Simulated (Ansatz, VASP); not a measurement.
Given: the input of a run of VASP 6.6.1 on MnO.

Contents of POSCAR:

```
MnO
1.0
    0.0000000000      2.1785090927      2.1785090927
    2.1785090927      0.0000000000      2.1785090927
    2.1785090927      2.1785090927      0.0000000000
Mn O
1 1
Direct
    0.0000000000      0.0000000000      0.0000000000
    0.5000000000      0.5000000000      0.5000000000
```

File INCAR.step1:

```
SYSTEM = MnO
PREC = Accurate
ENCUT = 520
EDIFF = 1E-5
ISMEAR = -1
SIGMA = 0.05
LREAL = .False.
LASPH = .True.
NELM = 150
ALGO = Normal
ISIF = 2
LWAVE = .True.
ISPIN = 2
MAGMOM = 4 0
LORBIT = 11
LMAXMIX = 4
NBANDS = 20
GGA = PE
```

INCAR.step2

```
SYSTEM = MnO
PREC = Accurate
ENCUT = 520
EDIFF = 1E-7
ISMEAR = -1
SIGMA = 0.05
LREAL = .False.
LASPH = .True.
NELM = 150
ALGO = Normal
ISIF = 2
LWAVE = .False.
LCHARG = .True.
ISPIN = 2
MAGMOM = 4 0
LORBIT = 11
LMAXMIX = 4
GGA = B3
LHFCALC = .True.
AEXX = 0.2
AGGAX = 0.72
AGGAC = 0.81
ALDAC = 0.19
PRECFOCK = Normal
LELF = .True.
LVHAR = .True.
NBANDS = 20
ISTART = 1
```

The input KPOINTS:

```
regular mesh
0
Gamma
  5 5 5
  0 0 0
```

Potentials or basis: VASP PAW PBE potentials, release 64 (Mn_pv, O).

The run is started by

```bash
$ cat potpaw_PBE.64/Mn_pv/POTCAR potpaw_PBE.64/O/POTCAR > POTCAR
$ cp INCAR.step1 INCAR
$ mpirun -np 1 vasp_std > vasp.out
$ cp INCAR.step2 INCAR
$ mpirun -np 1 vasp_std > vasp.out
```

Question: Set up the same calculation for Ansatz 0.2.0. Potentials there: Ansatz PAW.

Answer: As run (the cutoff follows the program's own potentials):

The input input.yaml:

```yaml
crystal:
  lattice:
    - [0.0, 2.1785090927, 2.1785090927]
    - [2.1785090927, 0.0, 2.1785090927]
    - [2.1785090927, 2.1785090927, 0.0]
  atoms:
    - { symbol: Mn, position: [0.0, 0.0, 0.0], spin: 4.0 }
    - { symbol: O, position: [0.5, 0.5, 0.5] }
hamiltonian:
  xc: b3lyp
  pseudopotentials: { kind: paw }
magnetization:
  spin_polarized: true
kpoints:
  mp_grid: { grid: [5, 5, 5] }
scf:
  occupations: { method: fermi_dirac, width: 0.05 }
output:
  forces: true
  stress: true
  eigenvalues: true
```

Potentials or basis: Ansatz PAW.

The run is started by

```sh
$ ansatz run input.yaml --threads 2 --pin off --max-ram 5632MiB --backend cpu --events-out ev --progress --plain --runs-dir out
```

Both were run:

|  | VASP | Ansatz | Ansatz less VASP |
| --- | --- | --- | --- |
| gap on the k mesh at the Fermi level (eV) | 1.85 | 1.82 | -0.030 |
| least direct gap on the mesh (eV) | 3.98 | 3.95 | -0.032 |
| pressure (GPa) | 18.4 | 17.8 | -0.62 |
| net moment per atom (μB) | 2.50 | 2.50 | 0.000 |
| size of the moment on the site where the two differ most (μB) | 4.54 | 4.24 | -0.305 |

VASP's potentials were made for PBE, not for B3LYP. Site moments also hang on the region over which each program counts them. VASP's potentials hold 19 valence electrons a cell and Ansatz's 21, so a difference there can come from the potentials and not from the codes.

The k mesh is coarse, so the values compare programs but aren't converged. Noted on Ansatz's run: the magnetic or orbital state may not be the lowest; odd divisions of the mesh miss points on the zone boundary, where band edges often lie, so the gap on the mesh can be too wide.
